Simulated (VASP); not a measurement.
Here is a VASP 6.6.1 calculation.

INCAR

```
SYSTEM = PbSe
PREC = Accurate
ENCUT = 520
EDIFF = 1E-7
ISMEAR = 0
SIGMA = 0.01
LREAL = .FALSE.
LASPH = .TRUE.
NELM = 60
ALGO = Normal
ISIF = 2
LWAVE = .FALSE.
LCHARG = .FALSE.
NBANDS = 17
```

KPOINTS

```
regular mesh
0
G
  8 8 8
  0 0 0
```

POSCAR

```
PbSe
1.0
    0.0000000000      3.0887022216      3.0887022216
    3.0887022216      0.0000000000      3.0887022216
    3.0887022216      3.0887022216      0.0000000000
Pb Se
1 1
Direct
    0.0000000000      0.0000000000      0.0000000000
    0.5000000000      0.5000000000      0.5000000000
```

Potentials or basis: VASP PAW LDA potentials, release 64 (Pb_d, Se).

Launch:

```console
$ cat potpaw_LDA.64/Pb_d/POTCAR potpaw_LDA.64/Se/POTCAR > POTCAR
$ mpirun -np 1 vasp_std > vasp.out
```

Problem. Predict the band gap on the k mesh.

Solution. 0.25 eV, direct.

Problem. Estimate the pressure.

Solution. -3.3 GPa.

Caveat: spin-orbit coupling is left out, which moves the levels of the heavy elements. A k mesh can miss the band edges.
